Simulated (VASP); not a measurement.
# Mo (Im-3m) in VASP: notebook

Runs on Mo. Level: LDA. Tasks: single point.

Everything below comes from runs of VASP 6.6.1. Logs are shortened: lines on timing, memory, paths and dates and some standing lists are left out, and cuts for length are marked.

## Step 1: The cell of the first run

The structure is cubic, space group Im-3m (No. 229). The conventional cell has a = 3.113 Å, b = 3.113 Å, c = 3.113 Å, α = 90.00°, β = 90.00°, γ = 90.00°. Within 3.6 Å of Mo (site symmetry m-3m) lie 14 Mo at 2.70 to 3.11 Å.

## Step 2: Single point, LDA

File INCAR:

```
PREC = Accurate
ENCUT = 520
EDIFF = 1E-7
ISMEAR = -1
SIGMA = 0.1
LREAL = F
LASPH = T
NELM = 80
ALGO = Normal
ISIF = 2
LWAVE = F
LCHARG = T
LELF = T
LVHAR = T
NBANDS = 13
```

File KPOINTS:

```
Automatic mesh
0
Gamma
  20 20 20
```

File POSCAR:

```
Mo
1.0
   -1.5565618036      1.5565618036      1.5565618036
    1.5565618036     -1.5565618036      1.5565618036
    1.5565618036      1.5565618036     -1.5565618036
Mo
1
Direct
    0.0000000000      0.0000000000      0.0000000000
```

Potentials or basis: VASP PAW LDA potentials, release 64 (Mo_sv).

Launch:

```bash
$ cat potpaw_LDA.64/Mo_sv/POTCAR > POTCAR
$ mpirun -np 1 vasp_std > vasp.out
```

OUTCAR:

```text
PREC = Accurate
   ENCUT = 520
   EDIFF = 1E-7
   ISMEAR = -1
   LREAL = F
   LASPH = T
   NELM = 80
   ISIF = 2

 ion  position               nearest neighbor table
   1  0.000  0.000  0.000-

  LATTYP: Found a body centered cubic cell.
 ALAT       =     3.1131236072

  Lattice vectors:

 A1 = (  -1.5565618036,   1.5565618036,   1.5565618036)
 A2 = (   1.5565618036,  -1.5565618036,   1.5565618036)
 A3 = (   1.5565618036,   1.5565618036,  -1.5565618036)

Analysis of symmetry for initial positions (statically):
=====================================================================
 Subroutine PRICEL returns:
 Original cell was already a primitive cell.

 Routine SETGRP: Setting up the symmetry group for a
 body centered cubic supercell.

 Subroutine GETGRP returns: Found 48 space group operations
 (whereof 48 operations were pure point group operations)
 out of a pool of 48 trial point group operations.

The static configuration has the point symmetry O_h .

Analysis of symmetry for dynamics (positions and initial velocities):
=====================================================================
 Subroutine PRICEL returns:
 Original cell was already a primitive cell.

 Routine SETGRP: Setting up the symmetry group for a
 body centered cubic supercell.

 Subroutine GETGRP returns: Found 48 space group operations
 (whereof 48 operations were pure point group operations)
 out of a pool of 48 trial point group operations.

The dynamic configuration has the point symmetry O_h .

 Subroutine INISYM returns: Found 48 space group operations
 (whereof 48 operations are pure point group operations),
 and found     1 'primitive' translations

----------------------------------------------------------------------------------------

                                     Primitive cell

  volume of cell :      15.0855

  direct lattice vectors                    reciprocal lattice vectors
    -1.556561804  1.556561804  1.556561804     0.000000000  0.321220782  0.321220782
     1.556561804 -1.556561804  1.556561804     0.321220782  0.000000000  0.321220782
     1.556561804  1.556561804 -1.556561804     0.321220782  0.321220782  0.000000000

  length of vectors
     2.696044129  2.696044129  2.696044129     0.454274787  0.454274787  0.454274787

  position of ions in fractional coordinates (direct lattice)
     0.000000000  0.000000000  0.000000000

  ion indices of the primitive-cell ions
   primitive index   ion index
                 1           1

----------------------------------------------------------------------------------------

 KPOINTS: Automatic mesh

Automatic generation of k-mesh.
 Grid dimensions read from file:
 generate k-points for:   20   20   20

 Generating k-lattice:

  Cartesian coordinates                     Fractional coordinates (reciprocal lattice)
     0.000000000  0.016061039  0.016061039     0.050000000  0.000000000  0.000000000
     0.016061039  0.000000000  0.016061039     0.000000000  0.050000000  0.000000000
     0.016061039  0.016061039  0.000000000     0.000000000  0.000000000  0.050000000

  Length of vectors
     0.022713739  0.022713739  0.022713739

  Shift w.r.t. Gamma in fractional coordinates (k-lattice)
     0.000000000  0.000000000  0.000000000

 Subroutine IBZKPT returns following result:
 ===========================================

 Found    256 irreducible k-points:

 Following reciprocal coordinates:
            Coordinates               Weight
  0.000000  0.000000  0.000000      1.000000
  0.050000  0.000000  0.000000     12.000000
  0.100000  0.000000  0.000000     12.000000
  0.150000  0.000000  0.000000     12.000000
  0.200000  0.000000  0.000000     12.000000
  0.250000  0.000000  0.000000     12.000000
[... 16 lines left out ...]
  0.200000  0.100000  0.000000     48.000000
  0.250000  0.100000  0.000000     48.000000
 [... further k-points ...]
   k-points           NKPTS =    256   k-points in BZ     NKDIM =    256   number of bands    NBANDS=     13
   number of dos      NEDOS =    301   number of ions     NIONS =      1
   total plane-waves  NPLWV =   8000
   dimension x,y,z NGX =    20 NGY =   20 NGZ =   20
   dimension x,y,z NGXF=    40 NGYF=   40 NGZF=   40
   ions per type =               1
   NGX,Y,Z   is equivalent  to a cutoff of  12.33, 12.33, 12.33 a.u.
   NGXF,Y,Z  is equivalent  to a cutoff of  24.67, 24.67, 24.67 a.u.
 SYSTEM =  unknown system
   PREC   = accura    normal or accurate (medium, high low for compatibility)
   ISTART =      0    job   : 0-new  1-cont  2-samecut
   ICHARG =      2    charge: 1-file 2-atom 10-const
   ISPIN  =      1    spin polarized calculation?
   LNONCOLLINEAR =      F non collinear calculations
   LSORBIT =      F    spin-orbit coupling
   LASPH  =      T    aspherical Exc in radial PAW
   ENCUT  =  520.0 eV  38.22 Ry    6.18 a.u.   5.01  5.01  5.01*2*pi/ulx,y,z
   NELM   =     80;   NELMIN=  2; NELMDL= -5     # of ELM steps
   EDIFF  = 0.1E-06   stopping-criterion for ELM
   LREAL  =      F    real-space projection
   EDIFFG = 0.1E-05   stopping-criterion for IOM
   NSW    =      0    number of steps for IOM
   IBRION =     -1    ionic relax: 0-MD 1-quasi-New 2-CG
   NFREE  =      0    steps in history (QN), initial steepest desc. (CG)
   ISIF   =      2    stress and relaxation
   ISYM   =      2    0-nonsym 1-usesym 2-fastsym
   POTIM  = 0.5000    time-step for ionic-motion
   TEBEG  =    0.0;   TEEND  =   0.0 temperature during run
   PSTRESS=    0.0 pullay stress
   NELECT =      14.0000    total number of electrons
   NUPDOWN=      -1.0000    fix difference up-down
   EMIN   =  10.00;   EMAX   =-10.00  energy-range for DOS
   EFERMI =   0.00;   METHOD = LEGACY
   ISMEAR =    -1;   SIGMA  =   0.10  broadening in eV -4-tet -1-fermi 0-gaus
   EFERMI_NEDOS =   21; number of points for ismear=-14 and -15
   IALGO  =     38    algorithm
   IMIX   =      4    mixing-type and parameters
     AMIX     =   0.40;   BMIX     =  1.00
     AMIX_MAG =   1.60;   BMIX_MAG =  1.00
  volume/ion in A,a.u.               =      15.09       101.80
  Fermi-wavevector in a.u.,A,eV,Ry     =   1.596851  3.017611 34.693959  2.549934
  Thomas-Fermi vector in A             =   2.694549
   LORBIT       =      0    0 simple, 1 ext, 2 COOP (PROOUT), +10 PAW based schemes
   GGA     = CA    functional components
   LHFCALC =     F    Hartree Fock is set to
   AEXX    =    0.0000 exact exchange contribution
   IVDW    =     0    specifies the selected vdW correction
   LEPSILON=     F    determine dielectric tensor
   LRPA    =     F    only Hartree local field effects (RPA)
 non-spin polarized calculation
  energy-cutoff  :      520.00
  volume of cell :       15.09
 maximum number of plane-waves:       420
   NGX =  9   NGY =  9   NGZ =  9

 number of electron      13.9999996 magnetization

 Free energy of the ion-electron system (eV)
  ---------------------------------------------------
  ext. energy  EPLUGINS =         0.00000000
  ---------------------------------------------------
  free energy    TOTEN  =       -12.14192183 eV

  energy without entropy =      -12.12144802  energy(sigma->0) =      -12.13168493

 E-fermi :  13.0636     XC(G=0): -13.8032

 val. band max:       13.0602932308   @ k =  -0.4000   0.4000   0.0500
 cond. band min:      13.0882730967   @ k =  -0.2500   0.3000   0.1000
 fundamental gap:      0.0279798659
 Fermi energy:        13.0636269810

 k-point     1 :       0.0000    0.0000    0.0000
  band No.  band energies     occupation
      1     -47.8938      2.00000
      2     -21.2461      2.00000
      3     -21.2461      2.00000
      4     -21.2461      2.00000
      5       5.7109      2.00000
      6      11.6050      2.00000
      7      11.6050      2.00000
      8      11.6050      2.00000
      9      14.7415      0.00000
     10      14.7415      0.00000
     11      27.9254      0.00000
     12      27.9254      0.00000
     13      27.9254      0.00000

 k-point     2 :       0.0500    0.0000    0.0000
  band No.  band energies     occupation
      1     -47.8864      2.00000
      2     -21.2881      2.00000
      3     -21.2590      2.00000
      4     -21.2465      2.00000
      5       5.8273      2.00000
      6      11.5381      2.00000
      7      11.5948      2.00000
      8      11.7146      2.00000
      9      14.6391      0.00000
     10      14.7427      0.00000
     11      28.0166      0.00000
     12      28.1214      0.00000
     13      28.1706      0.00000

 k-point     3 :       0.1000    0.0000    0.0000
  band No.  band energies     occupation
      1     -47.8647      2.00000
      2     -21.4089      2.00000
      3     -21.2961      2.00000
      4     -21.2475      2.00000
      5       6.1621      2.00000
      6      11.3499      2.00000
      7      11.5517      2.00000
      8      12.0399      1.99993
      9      14.4010      0.00000
     10      14.7502      0.00000
     11      28.2496      0.00000
     12      28.6955      0.00000
     13      28.8100      0.00000

 k-point     4 :       0.1500    0.0000    0.0000
  band No.  band energies     occupation
      1     -47.8307      2.00000
      2     -21.5942      2.00000
      3     -21.3533      2.00000
      4     -21.2491      2.00000
      5       6.6662      2.00000
      6      11.0725      2.00000
      7      11.4572      2.00000
      8      12.5699      1.98575
      9      14.1821      0.00003
     10      14.7740      0.00000
     11      28.4845      0.00000
     12      29.5637      0.00000
     13      29.6109      0.00000

 k-point     5 :       0.2000    0.0000    0.0000
  band No.  band energies     occupation
      1     -47.7875      2.00000
      2     -21.8229      2.00000
      3     -21.4248      2.00000
      4     -21.2512      2.00000
      5       7.2381      2.00000
      6      10.7464      2.00000
      7      11.3595      2.00000
      8      13.2853      0.19656
      9      14.1079      0.00006
     10      14.8249      0.00000
     11      28.4705      0.00000
     12      29.9796      0.00000
     13      30.8183      0.00000
[... 257 lines left out ...]
 k-point    22 :       0.1500    0.1000    0.0000
  band No.  band energies     occupation
      1     -47.7704      2.00000
      2     -21.8969      2.00000
      3     -21.4229      2.00000
      4     -21.2992      2.00000
      5       7.5228      2.00000
      6      10.7715      2.00000
      7      10.9989      2.00000
      8      13.7546      0.00199
      9      13.8783      0.00058
     10      15.0403      0.00000
     11      28.9983      0.00000
     12      29.7568      0.00000
     13      30.6919      0.00000

 k-point    23 :       0.2000    0.1000    0.0000
  band No.  band energies     occupation
      1     -47.7244      2.00000
      2     -22.1151      2.00000
      3     -21.5099      2.00000
      4     -21.3060      2.00000
      5       8.0059      2.00000
      6      10.4429      2.00000
      7      11.0089      2.00000
      8      13.9126      0.00041
      9      14.7049      0.00000
     10      15.1846      0.00000
     11      28.4242      0.00000
     12      29.5328      0.00000
     13      31.6583      0.00000

 k-point    24 :       0.2500    0.1000    0.0000
  band No.  band energies     occupation
      1     -47.6781      2.00000
      2     -22.3276      2.00000
      3     -21.5995      2.00000
      4     -21.3108      2.00000
      5       8.2100      2.00000
      6      10.1430      2.00000
      7      11.3670      2.00000
      8      14.1078      0.00006
      9      15.2851      0.00000
     10      15.7879      0.00000
     11      27.5309      0.00000
     12      28.7710      0.00000
     13      32.8782      0.00000

 [... further k-points ...]

------------------------ aborting loop because EDIFF is reached ----------------------------------------

  FORCE on cell =-STRESS in cart. coord.  units (eV):
  Direction    XX          YY          ZZ          XY          YZ          ZX
  --------------------------------------------------------------------------------------
  -------------------------------------------------------------------------------------
  Total        0.0766429      0.0766429      0.0766429      0.0000000      0.0000000     -0.0000000
  in kB        8.1399776      8.1399776      8.1399776      0.0000000      0.0000000     -0.0000000
  external PRESSURE =       8.1399776 kB  Pullay stress =       0.0000000 kB

 VOLUME and BASIS-vectors are now :
 -----------------------------------------------------------------------------
  energy-cutoff  :      520.00
  volume of cell :       15.09
      direct lattice vectors                 reciprocal lattice vectors
    -1.556561804  1.556561804  1.556561804     0.000000000  0.321220782  0.321220782
     1.556561804 -1.556561804  1.556561804     0.321220782  0.000000000  0.321220782
     1.556561804  1.556561804 -1.556561804     0.321220782  0.321220782  0.000000000

 POSITION                                       TOTAL-FORCE (eV/Angst)
 -----------------------------------------------------------------------------------
      0.00000      0.00000      0.00000        -0.000000     -0.000000      0.000000
 -----------------------------------------------------------------------------------
    total drift:                                0.000000     -0.000000      0.000000

  FREE ENERGIE OF THE ION-ELECTRON SYSTEM (eV)
  ---------------------------------------------------
  free  energy   TOTEN  =       -12.1419218324 eV

  energy  without entropy=      -12.1214480183  energy(sigma->0) =      -12.13168493
```

Wall time 73 s (1 thread of AMD EPYC 7R13, shared host); peak memory 0.12 GiB.

Results:

```yaml
Free_energy: -12.1419 eV
Pressure: 0.8 GPa
Band_gap_on_the_k_mesh: zero (bands 7 and 8 overlap by 5.66 eV)
```

Levels at points of the mesh, in eV from the Fermi level:
| k point | band 4 | band 5 | band 6 | band 7 | band 8 | band 9 | band 10 | band 11 |
| --- | --- | --- | --- | --- | --- | --- | --- | --- |
| (0.00, 0.00, 0.00) | -34.31 | -7.35 | -1.46 | -1.46 | -1.46 | 1.68 | 1.68 | 14.86 |
| (0.50, 0.00, 0.00) | -34.33 | -5.57 | -3.60 | 1.74 | 1.81 | 2.39 | 5.02 | 12.02 |
| (0.50, 0.50, 0.50) | -35.40 | -5.76 | -5.76 | 4.20 | 4.20 | 4.20 | 9.32 | 9.32 |

## Step 3: Single point, LDA

File INCAR:

```
SYSTEM = Mo
PREC = Accurate ; ENCUT = 520
EDIFF = 1E-6 ; ISMEAR = -1
SIGMA = 0.1 ; LREAL = .FALSE.
LASPH = .TRUE. ; NELM = 100
ALGO = Normal ; ISIF = 2
LWAVE = .FALSE. ; LCHARG = .FALSE.
NBANDS = 13
```

File KPOINTS:

```
Automatic mesh
0
G
  23 23 23
  0 0 0
```

POSCAR is that of step 2.

Potentials or basis: VASP PAW LDA potentials, release 64 (Mo_sv).

Launch:

```bash
$ cat potpaw_LDA.64/Mo_sv/POTCAR > POTCAR
$ mpirun -np 1 vasp_std > vasp.out
```

OUTCAR:

```text
SYSTEM = Mo
   PREC = Accurate
   ENCUT = 520
   EDIFF = 1E-6
   ISMEAR = -1
   LREAL = .FALSE.
   LASPH = .TRUE.
   NELM = 100
   ISIF = 2

 ion  position               nearest neighbor table
   1  0.000  0.000  0.000-

  LATTYP: Found a body centered cubic cell.
 ALAT       =     3.1131236072

  Lattice vectors:

 A1 = (  -1.5565618036,   1.5565618036,   1.5565618036)
 A2 = (   1.5565618036,  -1.5565618036,   1.5565618036)
 A3 = (   1.5565618036,   1.5565618036,  -1.5565618036)
[... 560 lines left out ...]
     12      29.3970      0.00000
     13      29.6073      0.00000

 [... further k-points ...]

------------------------ aborting loop because EDIFF is reached ----------------------------------------

  FORCE on cell =-STRESS in cart. coord.  units (eV):
  Direction    XX          YY          ZZ          XY          YZ          ZX
  --------------------------------------------------------------------------------------
  -------------------------------------------------------------------------------------
  Total        0.0733503      0.0733503      0.0733503      0.0000000     -0.0000000      0.0000000
  in kB        7.7902817      7.7902817      7.7902817      0.0000000     -0.0000000      0.0000000
  external PRESSURE =       7.7902817 kB  Pullay stress =       0.0000000 kB

 VOLUME and BASIS-vectors are now :
 -----------------------------------------------------------------------------
  energy-cutoff  :      520.00
  volume of cell :       15.09
      direct lattice vectors                 reciprocal lattice vectors
    -1.556561804  1.556561804  1.556561804     0.000000000  0.321220782  0.321220782
     1.556561804 -1.556561804  1.556561804     0.321220782  0.000000000  0.321220782
     1.556561804  1.556561804 -1.556561804     0.321220782  0.321220782  0.000000000

 POSITION                                       TOTAL-FORCE (eV/Angst)
 -----------------------------------------------------------------------------------
      0.00000      0.00000      0.00000         0.000000     -0.000000     -0.000000
 -----------------------------------------------------------------------------------
    total drift:                                0.000000     -0.000000     -0.000000

  FREE ENERGIE OF THE ION-ELECTRON SYSTEM (eV)
  ---------------------------------------------------
  free  energy   TOTEN  =       -12.1417478687 eV

  energy  without entropy=      -12.1221528442  energy(sigma->0) =      -12.13195036
```

OSZICAR:

```text
N       E                     dE             d eps       ncg     rms          rms(c)
DAV:   1     0.962851092245E+02    0.96285E+02   -0.79034E+03  9509   0.111E+03
DAV:   2    -0.116089649951E+02   -0.10789E+03   -0.10380E+03 10469   0.321E+02
DAV:   3    -0.128524742385E+02   -0.12435E+01   -0.12399E+01 10614   0.355E+01
DAV:   4    -0.128555362938E+02   -0.30621E-02   -0.30620E-02 10514   0.207E+00
DAV:   5    -0.128555566491E+02   -0.20355E-04   -0.20354E-04 10879   0.154E-01    0.169E+01
DAV:   6    -0.122414113156E+02    0.61415E+00   -0.71043E-01  9774   0.108E+01    0.445E+00
DAV:   7    -0.121484472221E+02    0.92964E-01   -0.13579E-01 10384   0.436E+00    0.920E-01
DAV:   8    -0.121417916852E+02    0.66555E-02   -0.47312E-03  9799   0.877E-01    0.204E-01
DAV:   9    -0.121417365753E+02    0.55110E-04   -0.14344E-04 11245   0.147E-01    0.720E-02
DAV:  10    -0.121417478261E+02   -0.11251E-04   -0.76006E-06  9909   0.317E-02    0.150E-03
DAV:  11    -0.121417478687E+02   -0.42543E-07   -0.46270E-08  5267   0.232E-03
   1 F= -.12141748E+02 E0= -.12131950E+02  d E =-.195950E-01
```

Wall time 1.7 min (1 thread of AMD EPYC 7R13, shared host); peak memory 0.14 GiB.

What came out:

- Free energy: -12.1417 eV
- Pressure: 0.8 GPa
- Band gap on the k mesh: zero (bands 7 and 8 overlap by 5.52 eV)

The gap in the log of VASP goes by the Fermi energy; the results here count the filled bands.